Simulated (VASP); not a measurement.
# BN (Pm) in VASP: single point with PBE+D3(BJ)

Aim: the single point of BN with PBE+D3(BJ).

All numbers are computed with VASP 6.6.1; they aren't measurements. Logs are shortened: lines on timing, memory, paths and dates and some standing lists are left out, and cuts for length are marked.

## Step 1: The cell of the first run

The structure is monoclinic, space group Pm (No. 6). The conventional cell has a = 2.506 Å, b = 6.617 Å, c = 2.506 Å, α = 90.00°, β = 120.00°, γ = 90.00°. B (site symmetry m) has 3 N at 1.36 to 1.58 Å within 1.8 Å. Within 1.9 Å of B (site symmetry m) lie 3 N at 1.45 Å. Within 1.9 Å of N (site symmetry m) lie 3 B at 1.45 Å. N (site symmetry m) has 3 B at 1.36 to 1.58 Å within 1.8 Å.

## Step 2: Single point, PBE+D3(BJ)

INCAR

```
PREC = Accurate
ENCUT = 600
EDIFF = 1E-6
ISMEAR = 0
SIGMA = 0.05
LREAL = False
LASPH = True
NELM = 120
ALGO = Normal
ISIF = 2
LWAVE = False
LCHARG = True
GGA = PE
IVDW = 12
LELF = True
LVHAR = True
NBANDS = 16
GGA_COMPAT = False
```

KPOINTS

```
regular mesh
0
Gamma
  12 12 4
```

POSCAR

```
BN
1.0
    2.5064381059      0.0000000000      0.0000000000
   -1.2532190530      2.1706390727      0.0000000000
    0.0000000000      0.0000000000      6.6168468515
B N
2 2
Direct
    0.3667080375      0.6910986458      0.2500000000
    0.6666843259      0.3333462608      0.7500000000
    0.3333353391      0.6666681350      0.7500000000
    0.6408938713      0.3144663377      0.2500000000
```

Potentials or basis: VASP PAW PBE potentials, release 64 (B, N).

The run is started by

```bash
cat potpaw_PBE.64/B/POTCAR potpaw_PBE.64/N/POTCAR > POTCAR
mpirun -np 1 vasp_std > vasp.out
```

OUTCAR:

```text
PREC = Accurate
   ENCUT = 600
   EDIFF = 1E-6
   ISMEAR = 0
   LREAL = False
   LASPH = True
   NELM = 120
   ISIF = 2
   GGA = PE
   IVDW = 12
 IVDW          = 12

 ion  position               nearest neighbor table
   1  0.367  0.691  0.250-   4 1.36   4 1.42   4 1.58
   2  0.667  0.333  0.750-   3 1.45   3 1.45   3 1.45
   3  0.333  0.667  0.750-   2 1.45   2 1.45   2 1.45
   4  0.641  0.314  0.250-   1 1.36   1 1.42   1 1.58

  LATTYP: Found a hexagonal cell.
 ALAT       =     2.5064381059
 C/A-ratio  =     2.6399402546

  Lattice vectors:

 A1 = (   2.5064381059,   0.0000000000,   0.0000000000)
 A2 = (  -1.2532190530,   2.1706390727,   0.0000000000)
 A3 = (   0.0000000000,   0.0000000000,   6.6168468515)

Analysis of symmetry for initial positions (statically):
=====================================================================
 Subroutine PRICEL returns:
 Original cell was already a primitive cell.

 Routine SETGRP: Setting up the symmetry group for a
 hexagonal supercell.

 Subroutine GETGRP returns: Found  2 space group operations
 (whereof  1 operations were pure point group operations)
 out of a pool of 24 trial point group operations.

The static configuration has the point symmetry C_1 .
 The point group associated with its full space group is C_1h.

Analysis of symmetry for dynamics (positions and initial velocities):
=====================================================================
 Subroutine PRICEL returns:
 Original cell was already a primitive cell.

 Routine SETGRP: Setting up the symmetry group for a
 hexagonal supercell.

 Subroutine GETGRP returns: Found  2 space group operations
 (whereof  1 operations were pure point group operations)
 out of a pool of 24 trial point group operations.

The dynamic configuration has the point symmetry C_1 .
 The point group associated with its full space group is C_1h.

 Subroutine INISYM returns: Found  2 space group operations
 (whereof  1 operations are pure point group operations),
 and found     1 'primitive' translations

----------------------------------------------------------------------------------------

                                     Primitive cell

  volume of cell :      35.9994

  direct lattice vectors                    reciprocal lattice vectors
     2.506438106  0.000000000  0.000000000     0.398972549  0.230346909  0.000000000
[... 92 lines left out ...]
   EDIFFG = 0.1E-04   stopping-criterion for IOM
   NSW    =      0    number of steps for IOM
   IBRION =     -1    ionic relax: 0-MD 1-quasi-New 2-CG
   NFREE  =      0    steps in history (QN), initial steepest desc. (CG)
   ISIF   =      2    stress and relaxation
   ISYM   =      2    0-nonsym 1-usesym 2-fastsym
   POTIM  = 0.5000    time-step for ionic-motion
   TEBEG  =    0.0;   TEEND  =   0.0 temperature during run
   PSTRESS=    0.0 pullay stress
   NELECT =      16.0000    total number of electrons
   NUPDOWN=      -1.0000    fix difference up-down
   EMIN   =  10.00;   EMAX   =-10.00  energy-range for DOS
   EFERMI =   0.00;   METHOD = LEGACY
   ISMEAR =     0;   SIGMA  =   0.05  broadening in eV -4-tet -1-fermi 0-gaus
   EFERMI_NEDOS =   21; number of points for ismear=-14 and -15
   IALGO  =     38    algorithm
   IMIX   =      4    mixing-type and parameters
     AMIX     =   0.40;   BMIX     =  1.00
     AMIX_MAG =   1.60;   BMIX_MAG =  1.00
  volume/ion in A,a.u.               =       9.00        60.73
  Fermi-wavevector in a.u.,A,eV,Ry     =   1.249347  2.360923 21.236883  1.560867
  Thomas-Fermi vector in A             =   2.383391
   LORBIT       =      0    0 simple, 1 ext, 2 COOP (PROOUT), +10 PAW based schemes
   GGA     = PE    functional components
   LHFCALC =     F    Hartree Fock is set to
   AEXX    =    0.0000 exact exchange contribution
   IVDW    =    12    specifies the selected vdW correction
   LEPSILON=     F    determine dielectric tensor
   LRPA    =     F    only Hartree local field effects (RPA)
 non-spin polarized calculation
 Gauss-broadening in eV      SIGMA  =   0.05
  energy-cutoff  :      600.00
  volume of cell :       36.00
 maximum number of plane-waves:      1224
   NGX =  9   NGY =  9   NGZ = 27

 number of electron      15.9999999 magnetization

 Free energy of the ion-electron system (eV)
  ---------------------------------------------------
  ext. energy  EPLUGINS =         0.00000000
  ---------------------------------------------------
  free energy    TOTEN  =       -34.82950311 eV

  energy without entropy =      -34.82950311  energy(sigma->0) =      -34.82950311

 E-fermi :   2.7260     XC(G=0): -10.0832

 val. band max:        2.5041961230   @ k =   0.0000   0.0000   0.5000
 cond. band min:       6.3005016323   @ k =   0.0000   0.5000   0.0000
 fundamental gap:      3.7963055093
 Fermi energy:         2.7260116391

 k-point     1 :       0.0000    0.0000    0.0000
  band No.  band energies     occupation
      1     -15.5075      2.00000
      2     -15.2056      2.00000
      3      -3.9467      2.00000
      4      -1.7905      2.00000
      5      -0.5446      2.00000
      6       0.9587      2.00000
[... 433 lines left out ...]
      3      -2.9000      2.00000
      4      -2.6457      2.00000
      5      -2.0036      2.00000
      6      -0.6303      2.00000
[... 8 lines left out ...]
     15      16.5742      0.00000
     16      17.7577      0.00000

 [... further k-points ...]

------------------------ aborting loop because EDIFF is reached ----------------------------------------

 Edisp (eV)   -0.56596

 E8    (eV) :    -0.1658

  FORCE on cell =-STRESS in cart. coord.  units (eV):
  Direction    XX          YY          ZZ          XY          YZ          ZX
  --------------------------------------------------------------------------------------
  -------------------------------------------------------------------------------------
  Total      -0.25344     2.26478    -0.06171    -0.96036     0.00000     0.00000
  in kB     -11.27971   100.79548    -2.74662   -42.74127     0.00000     0.00000
  external pressure =       28.92 kB  Pullay stress =        0.00 kB

 VOLUME and BASIS-vectors are now :
 -----------------------------------------------------------------------------
  energy-cutoff  :      600.00
  volume of cell :       36.00
      direct lattice vectors                 reciprocal lattice vectors
     2.506438106  0.000000000  0.000000000     0.398972549  0.230346909  0.000000000
    -1.253219053  2.170639073  0.000000000     0.000000000  0.460693817  0.000000000
     0.000000000  0.000000000  6.616846852     0.000000000  0.000000000  0.151129386

 POSITION                                       TOTAL-FORCE (eV/Angst)
 -----------------------------------------------------------------------------------
      0.05303      1.50013      1.65421        -2.742690     -3.896129      0.000000
      1.25325      0.72357      4.96264        -0.002300     -0.002058      0.000000
      0.00000      1.44710      4.96264         0.002343     -0.000947      0.000000
      1.21227      0.68259      1.65421         2.742648      3.899135      0.000000
 -----------------------------------------------------------------------------------
    total drift:                                0.000172      0.000467     -0.000000

  FREE ENERGIE OF THE ION-ELECTRON SYSTEM (eV)
  ---------------------------------------------------
  free  energy   TOTEN  =       -35.3954674820 eV

  energy  without entropy=      -35.3954674820  energy(sigma->0) =      -35.39546748
```

OSZICAR:

```text
N       E                     dE             d eps       ncg     rms          rms(c)
DAV:   1     0.587794019882E+02    0.58779E+02   -0.86628E+03  7112   0.104E+03
DAV:   2    -0.346431382444E+02   -0.93423E+02   -0.84793E+02  9800   0.247E+02
DAV:   3    -0.384595803904E+02   -0.38164E+01   -0.37970E+01  9376   0.500E+01
DAV:   4    -0.384842912930E+02   -0.24711E-01   -0.24706E-01  8776   0.425E+00
DAV:   5    -0.384845124065E+02   -0.22111E-03   -0.22111E-03  9360   0.395E-01    0.114E+01
DAV:   6    -0.351871082538E+02    0.32974E+01   -0.53193E+00  9328   0.188E+01    0.507E+00
DAV:   7    -0.349075813964E+02    0.27953E+00   -0.60682E-01  9792   0.584E+00    0.317E+00
DAV:   8    -0.348330848740E+02    0.74497E-01   -0.23029E-01  9600   0.331E+00    0.472E-01
DAV:   9    -0.348284792836E+02    0.46056E-02   -0.16186E-02  8120   0.111E+00    0.206E-01
DAV:  10    -0.348293768131E+02   -0.89753E-03   -0.13382E-03  8456   0.289E-01    0.411E-02
DAV:  11    -0.348294781214E+02   -0.10131E-03   -0.10539E-04  8872   0.860E-02    0.273E-02
DAV:  12    -0.348295021560E+02   -0.24035E-04   -0.33904E-05  7976   0.424E-02    0.330E-03
DAV:  13    -0.348295031107E+02   -0.95471E-06   -0.12069E-06  8816   0.103E-02
   1 F= -.35395467E+02 E0= -.35395467E+02  d E =-.487963E-12
```

Wall time 4.1 min (1 thread of Intel Xeon 8259CL, shared host); peak memory 0.26 GiB.

What came out:

| Property | Result |
| --- | --- |
| Free energy | -35.3955 eV |
| Pressure | 2.9 GPa |
| Largest force | 4.767 eV/Å |
| Band gap on the k mesh | 3.80 eV, indirect (least direct gap 4.35 eV) |
| Dispersion energy per atom | -0.141 eV |

Forces in eV/Å, atoms in the order of the input:
```
B   -2.743 -3.896  0.000
B   -0.002 -0.002  0.000
N    0.002 -0.001  0.000
N    2.743  3.899  0.000
```

Stress tensor (GPa, compression positive):
```
-1.13 -4.27  0.00
-4.27 10.08  0.00
 0.00  0.00 -0.27
```

Caveat: forces of over 1 eV/Å act on the atoms, so gaps and moduli don't describe the material at rest.
